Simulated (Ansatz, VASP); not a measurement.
# Two plane-wave programs on WS2

File INCAR:

```
SYSTEM = WS2
PREC = Accurate
ENCUT = 520
EDIFF = 1E-7
ISMEAR = 0
SIGMA = 0.05
LREAL = .FALSE.
LASPH = .TRUE.
NELM = 80
ALGO = Normal
ISIF = 2
LWAVE = .FALSE.
LCHARG = .FALSE.
GGA = PS
NBANDS = 20
```

KPOINTS

```
regular mesh
0
G
  12 12 12
  0 0 0
```

The input POSCAR:

```
WS2
1.0
    1.6210175043      0.9358948925      6.1793507999
   -1.6210175043      0.9358948925      6.1793507999
    0.0000000000     -1.8717897850      6.1793507999
W S
1 2
Direct
    0.9993284863      0.9993284863      0.9993284863
    0.7479630314      0.7479630314      0.7479630314
    0.5840084823      0.5840084823      0.5840084823
```

Input for Ansatz:

```yaml
crystal:
  lattice:
    - [1.6210175043, 0.9358948925, 6.1793507999]
    - [-1.6210175043, 0.9358948925, 6.1793507999]
    - [0.0, -1.871789785, 6.1793507999]
  atoms:
    - { symbol: W, position: [0.9993284863, 0.9993284863, 0.9993284863] }
    - { symbol: S, position: [0.7479630314, 0.7479630314, 0.7479630314] }
    - { symbol: S, position: [0.5840084823, 0.5840084823, 0.5840084823] }
basis:
  ecutwfc: 420
kpoints:
  mp_grid: { grid: [12, 12, 12] }
hamiltonian:
  xc: pbesol
scf:
  occupations: { method: gaussian, width: 0.05 }
output:
  forces: true
  stress: true
  eigenvalues: true
```

Change from the starting cell: strain +0.030 along x and y, -0.030 along z, atoms carried along.

Alike in both runs: task single point; functional PBEsol; k mesh 12 × 12 × 12; occupations gaussian, width 0.05 eV; no spin polarisation.

|  | VASP | Ansatz |
| --- | --- | --- |
| version | VASP 6.6.1 | Ansatz 0.2.0 |
| potentials or method | VASP PAW PBE potentials, release 64 (W_sv, S), cutoff 520 eV | scalar-relativistic, plane waves, PAW |
| valence electrons in the cell | 26 | 26 |

|  | VASP | Ansatz | Ansatz less VASP |
| --- | --- | --- | --- |
| gap on the k mesh at the Fermi level (eV) | 0.57 | 0.55 | -0.019 |
| least direct gap on the mesh (eV) | 1.51 | 1.51 | -0.004 |
| pressure (GPa) | -3.8 | -3.9 | -0.10 |
| traceless stress, the component that is largest in VASP (GPa) | 6.41 | 6.39 | -0.022 |
| rms of the force components (eV/Å) | 0.138 | 0.129 | -0.0092 |

VASP's potentials were made for PBE, not for PBEsol. Atom by atom the forces differ by 0.009 eV/Å (rms over components).

Spin-orbit coupling is off throughout.
